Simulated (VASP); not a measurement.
Write the native input for VASP 6.6.1 that does the following.

```yaml
Task: single point
Functional: r2SCAN
Potentials_or_basis: VASP PAW PBE potentials, release 64 (Cl, Be)
Cutoff: 520 eV
k_mesh: 5 × 5 × 8
Occupations: fermi-dirac, width 0.1 eV
Spin: no spin polarisation
Dipole_correction: no
Further_INCAR_settings: ALGO = Normal; EDIFF = 1e-06; NBANDS = 33
```

The system is BeCl3.

```xyz
8
Lattice="8.1317 0.0000 0.0000 -4.0659 7.0423 0.0000 0.0000 0.0000 2.7088" Properties=species:S:1:pos:R:3 pbc="T T T"
Cl    2.3444    1.9262    0.6772
Cl   -0.4959    2.9934    2.0316
Cl    5.2914    1.0672    0.6772
Cl    1.7215    5.1161    2.0316
Cl    4.5618    4.0489    0.6772
Cl   -1.2256    5.9751    2.0316
Be    0.0000    4.6949    0.6772
Be    4.0659    2.3474    2.0316
```

One way to write it, as run:

POSCAR

```
BeCl3
1.0
    8.1317305284      0.0000000000      0.0000000000
   -4.0658652642      7.0422852143      0.0000000000
    0.0000000000      0.0000000000      2.7088498906
Cl Be
6 2
Direct
    0.4250580021      0.2735174709      0.2500000000
    0.1515405312      0.4250580021      0.7500000000
    0.7264825291      0.1515405312      0.2500000000
    0.5749419979      0.7264825291      0.7500000000
    0.8484594688      0.5749419979      0.2500000000
    0.2735174709      0.8484594688      0.7500000000
    0.3333333333      0.6666666667      0.2500000000
    0.6666666667      0.3333333333      0.7500000000
```

INCAR.step1

```
SYSTEM = BeCl3
  PREC = Accurate
  ENCUT = 520
  ISMEAR = -1
  SIGMA = 0.1
  LREAL = .False.
  LASPH = .True.
  NELM = 60
  NBANDS = 33
  GGA = PE
  ALGO = Normal
  EDIFF = 1E-4
  LWAVE = .True.
  LCHARG = .False.
```

INCAR.step2

```
SYSTEM = BeCl3
  PREC = Accurate
  ENCUT = 520
  EDIFF = 1E-6
  ISMEAR = -1
  SIGMA = 0.1
  LREAL = .False.
  LASPH = .True.
  NELM = 60
  ALGO = Normal
  ISIF = 2
  LWAVE = .False.
  LCHARG = .False.
  METAGGA = R2SCAN
  LMIXTAU = .True.
  NBANDS = 33
  ISTART = 1
```

KPOINTS

```
Automatic mesh
0
Gamma
  5 5 8
  0 0 0
```

Potentials or basis: VASP PAW PBE potentials, release 64 (Cl, Be).

Run with:

```sh
$ cat potpaw_PBE.64/Cl/POTCAR potpaw_PBE.64/Be/POTCAR > POTCAR
$ cp INCAR.step1 INCAR
$ mpirun -np 1 vasp_std > vasp.out
$ cp INCAR.step2 INCAR
$ mpirun -np 1 vasp_std > vasp.out
```

Results of the run:

```json
{
 "Pressure": "4.8 GPa",
 "Largest force": "0.014 eV/Å",
 "Band gap on the k mesh": "zero (bands 23 and 24 overlap by 1.81 eV)"
}
```

Caveat: the cell stands under pressure; the PAW data sets were made with another functional, which shifts forces and pressure a little.

It took 2.6 min on 1 thread of Intel(R) Xeon(R) 6975P-C (Granite Rapids) (shared host), peak memory 0.32 GiB.
